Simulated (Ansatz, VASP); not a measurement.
# W2Se3 in VASP and in Ansatz

The input INCAR:

```
SYSTEM = W2Se3
ALGO = Normal
DIPOL = 0.5 0.5 0.500
EDIFF = 1E-6
ENCUT = 520
GGA = PE
IDIPOL = 3
ISIF = 2
ISMEAR = 0
LASPH = .TRUE.
LCHARG = .FALSE.
LDIPOL = .TRUE.
LREAL = .FALSE.
LWAVE = .FALSE.
NBANDS = 57
NELM = 60
PREC = Accurate
SIGMA = 0.05
```

Contents of KPOINTS:

```
k-points
0
G
  9 9 1
  0 0 0
```

Contents of POSCAR:

```
W2Se3
1.0
    3.2706140675      0.0000000000      0.0000000000
   -1.6353070337      2.8324348684      0.0000000000
    0.0000000000      0.0000000000     45.5860756071
W Se
4 6
Direct
    0.3333333333      0.6666666667      0.1645239232
    0.6666666667      0.3333333333      0.3093617779
    0.3333333333      0.6666666667      0.6906382221
    0.6666666667      0.3333333333      0.8354760768
    0.6666666667      0.3333333333      0.2012537239
    0.3333333333      0.6666666667      0.2726319771
    0.3333333333      0.6666666667      0.3460407798
    0.6666666667      0.3333333333      0.6539592202
    0.6666666667      0.3333333333      0.7273680229
    0.3333333333      0.6666666667      0.7987462761
```

Input for Ansatz:

```yaml
crystal:
  lattice:
    - [3.2706140675, 0.0, 0.0]
    - [-1.6353070337, 2.8324348684, 0.0]
    - [0.0, 0.0, 45.5860756071]
  atoms:
    - { symbol: W, position: [0.3333333333, 0.6666666667, 0.1645239232] }
    - { symbol: Se, position: [0.6666666667, 0.3333333333, 0.2012537239] }
    - { symbol: Se, position: [0.3333333333, 0.6666666667, 0.2726319771] }
    - { symbol: W, position: [0.6666666667, 0.3333333333, 0.3093617779] }
    - { symbol: Se, position: [0.3333333333, 0.6666666667, 0.3460407798] }
    - { symbol: Se, position: [0.6666666667, 0.3333333333, 0.6539592202] }
    - { symbol: W, position: [0.3333333333, 0.6666666667, 0.6906382221] }
    - { symbol: Se, position: [0.6666666667, 0.3333333333, 0.7273680229] }
    - { symbol: Se, position: [0.3333333333, 0.6666666667, 0.7987462761] }
    - { symbol: W, position: [0.6666666667, 0.3333333333, 0.8354760768] }
basis:
  ecutwfc: 420
kpoints:
  mp_grid: { grid: [9, 9, 1] }
hamiltonian:
  xc: pbe
scf:
  occupations: { method: gaussian, width: 0.05 }
output:
  forces: true
  stress: true
  eigenvalues: true
  write_density: true
  write_potential: true
  elf: true
  volumetric_format: npy
efield:
  axis: 3
  dipole_correction: true
  ramp_width: 0.04
```

Alike in both runs: task single point; functional PBE; k mesh 9 × 9 × 1; occupations gaussian, width 0.05 eV; no spin polarisation.

```csv
,VASP,Ansatz
version,VASP 6.6.1,Ansatz 0.2.0
potentials or method,"VASP PAW PBE potentials, release 64 (W_sv, Se), cutoff 520 eV","scalar-relativistic, plane waves, PAW"
valence electrons in the cell,92,152
```

VASP gave:

| Item | Value |
| --- | --- |
| gap on the k mesh at the Fermi level (eV) | 0.34 |
| least direct gap on the mesh (eV) | 0.53 |
| rms of the force components (eV/Å) | 0.207 |

Q: Estimate Ansatz's values.

A: gap on the k mesh at the Fermi level (eV): 0.35; least direct gap on the mesh (eV): 0.53; rms of the force components (eV/Å): 0.202.

VASP's potentials hold 92 valence electrons a cell and Ansatz's 152, so a difference there can come from the potentials and not from the codes. Ansatz's warnings: xc potential rough in thin density.

Spin-orbit coupling is off throughout.
